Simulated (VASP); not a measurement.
A run of VASP 6.6.1:

File INCAR:

```
PREC = Accurate
ENCUT = 500
EDIFF = 1E-8
ISMEAR = -1
SIGMA = 0.1
LREAL = False
LASPH = True
NELM = 120
ALGO = Normal
ISIF = 3
LWAVE = False
LCHARG = False
GGA = RP
IVDW = 12
NBANDS = 11
IBRION = 6
NFREE = 2
POTIM = 0.015
NSW = 1
GGA_COMPAT = False
```

The input KPOINTS:

```
Automatic mesh
0
Gamma
  8 8 8
```

File POSCAR:

```
Pt
1.0
    0.0000000000      2.0544144450      2.0544144450
    2.0544144450      0.0000000000      2.0544144450
    2.0544144450      2.0544144450      0.0000000000
Pt
1
Direct
    0.0000000000      0.0000000000      0.0000000000
```

Potentials or basis: VASP PAW PBE potentials, release 64 (Pt).

The run is started by

```console
$ cat potpaw_PBE.64/Pt/POTCAR > POTCAR
$ mpirun -np 1 vasp_std > vasp.out
```

Hardware: 1 thread of Intel(R) Xeon(R) 6975P-C (Granite Rapids), on a shared host.

Q: How long does it take, and how much memory?

A: Wall time 62 s on 1 thread of Intel(R) Xeon(R) 6975P-C (Granite Rapids), on a shared host, peak memory 0.2 GiB. Counts: scf iterations 142, k points 29.
